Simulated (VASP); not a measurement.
# Cu (I4/mmm) in VASP: notebook

The runs below take Cu through relaxation of cell and atoms, single point, with PBEsol, LDA.

Program: VASP 6.6.1. These are calculated values, not measurements. Logs are shortened: lines on timing, memory, paths and dates and some standing lists are left out, and cuts for length are marked.

## Step 1: The cell of the first run

Symmetry: I4/mmm, No. 139, tetragonal system. The conventional cell has a = 2.886 Å, b = 2.886 Å, c = 2.752 Å, α = 90.00°, β = 90.00°, γ = 90.00°. Cu (site symmetry 4/mmm) has 14 Cu at 2.46 to 2.89 Å within 3.2 Å.

## Step 2: Relaxation of cell and atoms, PBEsol

INCAR reads:

```
SYSTEM = Cu
PREC = Accurate ; ENCUT = 600
EDIFF = 1E-7 ; ISMEAR = 0
SIGMA = 0.1 ; LREAL = .False.
LASPH = .True. ; NELM = 100
ALGO = Normal ; ISIF = 3
LWAVE = .False. ; LCHARG = .False.
GGA = PS ; IBRION = 2
NSW = 80 ; EDIFFG = -0.01
```

KPOINTS reads:

```
regular mesh
0
Gamma
  12 12 12
  0 0 0
```

POSCAR reads:

```
Cu
1.0
   -1.4427933200      1.4427933200      1.3760814500
    1.4427933200     -1.4427933200      1.3760814500
    1.4427933200      1.4427933200     -1.3760814500
Cu
1
Direct
    0.0000000000      0.0000000000      0.0000000000
```

Potentials or basis: VASP PAW PBE potentials, release 64 (Cu).

Run with:

```
> cat potpaw_PBE.64/Cu/POTCAR > POTCAR
> mpirun -np 1 vasp_std > vasp.out
```

OUTCAR:

```text
SYSTEM = Cu
   PREC = Accurate
   ENCUT = 600
   EDIFF = 1E-7
   ISMEAR = 0
   LREAL = .False.
   LASPH = .True.
   NELM = 100
   ISIF = 3
   GGA = PS
   IBRION = 2
   NSW = 80
   EDIFFG = -0.01

 ion  position               nearest neighbor table
   1  0.000  0.000  0.000-

  LATTYP: Found a body centered tetragonal cell.
 ALAT       =     2.8855866400
 C/A-ratio  =     0.9537620052

  Lattice vectors:

 A1 = (  -1.4427933200,   1.4427933200,   1.3760814500)
 A2 = (   1.4427933200,  -1.4427933200,   1.3760814500)
 A3 = (   1.4427933200,   1.4427933200,  -1.3760814500)

Analysis of symmetry for initial positions (statically):
=====================================================================
 Subroutine PRICEL returns:
 Original cell was already a primitive cell.

 Routine SETGRP: Setting up the symmetry group for a
 body centered tetragonal supercell.

 Subroutine GETGRP returns: Found 16 space group operations
 (whereof 16 operations were pure point group operations)
 out of a pool of 16 trial point group operations.

The static configuration has the point symmetry D_4h.

Analysis of symmetry for dynamics (positions and initial velocities):
=====================================================================
 Subroutine PRICEL returns:
 Original cell was already a primitive cell.

 Routine SETGRP: Setting up the symmetry group for a
 body centered tetragonal supercell.

 Subroutine GETGRP returns: Found 16 space group operations
 (whereof 16 operations were pure point group operations)
 out of a pool of 16 trial point group operations.

The dynamic configuration has the point symmetry D_4h.

 Subroutine INISYM returns: Found 16 space group operations
 (whereof 16 operations are pure point group operations),
 and found     1 'primitive' translations

----------------------------------------------------------------------------------------

                                     Primitive cell

  volume of cell :      11.4581

  direct lattice vectors                    reciprocal lattice vectors
    -1.442793320  1.442793320  1.376081450     0.000000000  0.346549983  0.363350585
     1.442793320 -1.442793320  1.376081450     0.346549983  0.000000000  0.363350585
     1.442793320  1.442793320 -1.376081450     0.346549983  0.346549983  0.000000000

  length of vectors
     2.461078074  2.461078074  2.461078074     0.502116060  0.502116060  0.490095685

  position of ions in fractional coordinates (direct lattice)
     0.000000000  0.000000000  0.000000000

[... 92 lines left out ...]
   IALGO  =     38    algorithm
   IMIX   =      4    mixing-type and parameters
     AMIX     =   0.40;   BMIX     =  1.00
     AMIX_MAG =   1.60;   BMIX_MAG =  1.00
  volume/ion in A,a.u.               =      11.46        77.32
  Fermi-wavevector in a.u.,A,eV,Ry     =   1.614984  3.051878 35.486359  2.608174
  Thomas-Fermi vector in A             =   2.709805
   LORBIT       =      0    0 simple, 1 ext, 2 COOP (PROOUT), +10 PAW based schemes
   GGA     = PS    functional components
   LHFCALC =     F    Hartree Fock is set to
   AEXX    =    0.0000 exact exchange contribution
   IVDW    =     0    specifies the selected vdW correction
   LEPSILON=     F    determine dielectric tensor
   LRPA    =     F    only Hartree local field effects (RPA)
 conjugate gradient relaxation of ions
 non-spin polarized calculation
 Gauss-broadening in eV      SIGMA  =   0.10
  energy-cutoff  :      600.00
  volume of cell :       11.46
 maximum number of plane-waves:       402
   NGX =  9   NGY =  9   NGZ =  9

--------------------------------------- Ionic step        1  -------------------------------------------

 number of electron      11.0000000 magnetization

 Free energy of the ion-electron system (eV)
  ---------------------------------------------------
  ext. energy  EPLUGINS =         0.00000000
  ---------------------------------------------------
  free energy    TOTEN  =        -4.26039519 eV

  energy without entropy =       -4.25705459  energy(sigma->0) =       -4.25872489

------------------------ aborting loop because EDIFF is reached ----------------------------------------

  FORCE on cell =-STRESS in cart. coord.  units (eV):
  Direction    XX          YY          ZZ          XY          YZ          ZX
  --------------------------------------------------------------------------------------
  -------------------------------------------------------------------------------------
  Total       -0.0098480     -0.0098480     -0.1373703      0.0000000      0.0000000      0.0000000
  in kB       -1.3770433     -1.3770433    -19.2083947      0.0000000      0.0000000      0.0000000
  external PRESSURE =      -7.3208271 kB  Pullay stress =       0.0000000 kB
[... 232 lines left out ...]
--------------------------------------- Ionic step        8  -------------------------------------------

 number of electron      11.0000012 magnetization

 Free energy of the ion-electron system (eV)
  ---------------------------------------------------
  ext. energy  EPLUGINS =         0.00000000
  ---------------------------------------------------
  free energy    TOTEN  =        -4.26311992 eV

  energy without entropy =       -4.25972813  energy(sigma->0) =       -4.26142402

 E-fermi :   7.8308     XC(G=0): -13.1074

 val. band max:        7.8219758533   @ k =   0.4167   0.0833   0.0000
 cond. band min:       7.8485619669   @ k =   0.5000   0.1667   0.0833
 fundamental gap:      0.0265861136
 Fermi energy:         7.8308062551

 k-point     1 :       0.0000    0.0000    0.0000
  band No.  band energies     occupation
      1      -1.8199      2.00000
      2       4.3698      2.00000
      3       4.7509      2.00000
      4       4.7509      2.00000
      5       5.4276      2.00000
      6       5.8404      2.00000
      7      32.0983      0.00000
      8      32.0983      0.00000
      9      34.7239      0.00000
[... 265 lines left out ...]
 k-point    24 :      -0.4167    0.1667   -0.0000
  band No.  band energies     occupation
      1       2.3225      2.00000
      2       3.9638      2.00000
      3       4.3808      2.00000
      4       5.5321      2.00000
      5       5.7339      2.00000
      6       6.7193      2.00000
      7      19.0320      0.00000
      8      20.0519      0.00000
      9      26.6748      0.00000

 [... further k-points ...]

------------------------ aborting loop because EDIFF is reached ----------------------------------------

  FORCE on cell =-STRESS in cart. coord.  units (eV):
  Direction    XX          YY          ZZ          XY          YZ          ZX
  --------------------------------------------------------------------------------------
  -------------------------------------------------------------------------------------
  Total       -0.0001481     -0.0001481     -0.0031059      0.0000000      0.0000000      0.0000000
  in kB       -0.0207819     -0.0207819     -0.4358033      0.0000000      0.0000000      0.0000000
  external PRESSURE =      -0.1591224 kB  Pullay stress =       0.0000000 kB
[... 16 lines left out ...]
  FREE ENERGIE OF THE ION-ELECTRON SYSTEM (eV)
  ---------------------------------------------------
  free  energy   TOTEN  =        -4.2631199229 eV

  energy  without entropy=       -4.2597281261  energy(sigma->0) =       -4.26142402

 reached required accuracy - stopping structural energy minimisation
```

It took 69 s on 1 thread of Intel Xeon Platinum 8488C (Sapphire Rapids), shared host; peak memory 0.15 GiB.

What came out:

```yaml
Free_energy: -4.2631 eV
Relaxed_volume: 11.42 Å³/atom
Relaxed_cell: a = 2.461 Å, b = 2.461 Å, c = 2.461 Å, α = 107.16°, β = 107.16°, γ = 114.21°
Space_group_after_relaxing_to_0.05_Å: I4/mmm (No. 139)
Energy_gained_by_relaxing: 2.7 meV/atom
Ionic_steps: 8
Pressure_after_relaxing: 0.0 GPa
```

The path:
```
step  energy change (eV)  largest force (eV/Å)  pressure (GPa)  volume (Å³)
   1              0.0000                0.0000           -0.73        11.46
   2             -0.0006                0.0000            0.46        11.37
   3             -0.0007                0.0000            1.00        11.33
   4             -0.0011                0.0000            1.04        11.33
   5             -0.0020                0.0000            1.20        11.33
   6             -0.0018                0.0000            1.75        11.31
   7             -0.0023                0.0000            1.41        11.32
   8             -0.0027                0.0000           -0.02        11.42
```

Final structure:
```xyz
1
Lattice="-1.4614 1.4614 1.3367 1.4614 -1.4614 1.3367 1.4614 1.4614 -1.3367" Properties=species:S:1:pos:R:3 pbc="T T T"
Cu    0.0000    0.0000    0.0000
```

Caveat: the PAW data sets were made with another functional, which shifts forces and pressure a little.

## Step 3: Single point, LDA

This run uses another cell than the first one, of 10.93 Å³/atom, 0.954 times its volume.

INCAR reads:

```
SYSTEM = Cu
  PREC = Accurate
  ENCUT = 520
  EDIFF = 1E-6
  ISMEAR = 0
  SIGMA = 0.1
  LREAL = .FALSE.
  LASPH = .TRUE.
  NELM = 80
  ALGO = Fast
  ISIF = 2
  LWAVE = .FALSE.
  LCHARG = .FALSE.
  NBANDS = 12
```

KPOINTS reads:

```
regular mesh
0
G
  20 20 20
  0 0 0
```

POSCAR reads:

```
Cu
1.0
   -1.4275050558      1.4275050558      1.3411793262
    1.4275050558     -1.4275050558      1.3411793262
    1.4275050558      1.4275050558     -1.3411793262
Cu
1
Direct
    0.0000000000      0.0000000000      0.0000000000
```

Potentials or basis: VASP PAW LDA potentials, release 64 (Cu).

Run with:

```
> cat potpaw_LDA.64/Cu/POTCAR > POTCAR
> mpirun -np 1 vasp_std > vasp.out
```

Run time: 61 s. Hardware: 1 thread of Intel Xeon Platinum 8488C (Sapphire Rapids), shared host; peak memory 0.18 GiB.

Results (log left out):

- Free energy: -4.6672 eV
- Pressure: 1.4 GPa

Levels at points of the mesh, in eV from the Fermi level:
```
           k point  band 4  band 5  band 6  band 7  band 8  band 9
(0.00, 0.00, 0.00)   -3.31   -2.44   -2.13   25.18   25.18   26.93
(0.50, 0.00, 0.00)   -2.01   -1.44   -0.60    5.01   17.62   17.78
(0.50, 0.50, 0.00)   -2.22   -1.48   -1.10    4.28   19.31   19.73
(0.50, 0.50, 0.50)   -1.66   -1.59    7.68    7.68   10.19   13.66
```
